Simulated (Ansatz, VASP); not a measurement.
**InGa5P6 in VASP and in Ansatz**

```
In Ga P
1.0
     3.94069    0.00000    0.00000
     0.00000    3.94069    0.00000
     0.00000    0.00000   16.79714
In Ga P
1 5 6
Direct
  0.50000 0.50000 0.50000
  0.00000 0.00000 0.67548
  0.00000 0.00000 0.32452
  0.50000 0.50000 0.16219
  0.00000 0.00000 0.00000
  0.50000 0.50000 0.83781
  0.50000 0.00000 0.40482
  0.00000 0.50000 0.24329
  0.50000 0.00000 0.08109
  0.00000 0.50000 0.91891
  0.50000 0.00000 0.75671
  0.00000 0.50000 0.59518
```

Alike in both runs: functional PBE; k mesh 8 × 8 × 2; occupations gaussian, width 0.02 eV; no spin polarisation.

Ansatz relaxed the structure, and its values are those at the end. VASP's run is a single point on that final structure, the one shown.

|  | VASP | Ansatz |
| --- | --- | --- |
| version | VASP 6.6.1 | Ansatz 0.2.0 |
| potentials or method | VASP PAW PBE potentials, release 64 (In_d, Ga_d, P), cutoff 520 eV | scalar-relativistic, plane waves, PAW |
| valence electrons in the cell | 108 | 108 |

```csv
,VASP,Ansatz,Ansatz less VASP
gap on the k mesh at the Fermi level (eV),1.24,1.24,+0.003
least direct gap on the mesh (eV),1.24,1.24,+0.003
pressure (GPa),0.0,0.0,0.00
```

With one functional, cell and mesh, what is left measures potentials, basis and numerics.
